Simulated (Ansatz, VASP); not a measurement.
## HCl in VASP and in Ansatz

```xyz
2
Lattice="0.0000 2.6750 2.8550 2.5779 0.0000 2.8550 2.5779 2.6750 0.0000" Properties=species:S:1:pos:R:3 pbc="T T T"
H     0.0000    0.0000    0.0000
Cl    2.5779    2.6750    2.8550
```

Change from the starting cell: strain +0.0250 x Voigt [1, 0, 0, 0, 0, 0], atoms carried along.

Alike in both runs: task single point; functional LDA; k mesh 16 × 16 × 16; occupations gaussian, width 0.15 eV; no spin polarisation.

|  | VASP | Ansatz |
| --- | --- | --- |
| version | VASP 6.6.1 | Ansatz 0.2.0 |
| potentials or method | VASP PAW LDA potentials, release 64 (H, Cl), cutoff 520 eV | scalar-relativistic, plane waves, PAW |
| valence electrons in the cell | 8 | 8 |

```csv
,VASP,Ansatz,Ansatz less VASP
gap on the k mesh at the Fermi level (eV),none,none,-
pressure (GPa),-11.7,-11.7,+0.07
"traceless stress, the component that is largest in VASP (GPa)",3.91,3.90,-0.006
```

LDA's correlation is that of Perdew and Zunger in VASP and of Perdew and Wang (1992) in Ansatz. A gap of «none» marks a metal or a gap that the smearing closes.
